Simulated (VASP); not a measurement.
Here is a VASP 6.6.1 calculation.

Contents of INCAR:

```
SYSTEM = ZnIr2
ALGO = Fast
EDIFF = 1E-6
ENCUT = 520
GGA = PE
ISIF = 2
ISMEAR = 0
LASPH = .True.
LCHARG = .False.
LREAL = .False.
LWAVE = .False.
NBANDS = 22
NELM = 80
PREC = Accurate
SIGMA = 0.1
```

Contents of KPOINTS:

```
k-points
0
Gamma
  12 12 16
  0 0 0
```

POSCAR

```
ZnIr2
1.0
    4.3745045901      0.0000000000      0.0000000000
   -2.1872522950      3.7884321040      0.0000000000
    0.0000000000      0.0000000000      2.7125007778
Zn Ir
1 2
Direct
    0.0000000000      0.0000000000      0.0000000000
    0.3333333333      0.6666666667      0.5000000000
    0.6666666667      0.3333333333      0.5000000000
```

Potentials or basis: VASP PAW PBE potentials, release 64 (Zn, Ir).

Command:

```bash
$ cat potpaw_PBE.64/Zn/POTCAR potpaw_PBE.64/Ir/POTCAR > POTCAR
$ mpirun -np 1 vasp_std > vasp.out
```

What does it give for the pressure?

0.3 GPa.

What does it give for the band gap on the k mesh?

Zero (band 15 reaches 8.68 eV, above the bottom of band 16 at 6.18 eV).

Stress tensor (GPa, compression positive):
```
0.38 0.00 0.00
0.00 0.38 0.00
0.00 0.00 0.27
```

Caveat: spin-orbit coupling is left out, which moves the levels of the heavy elements.
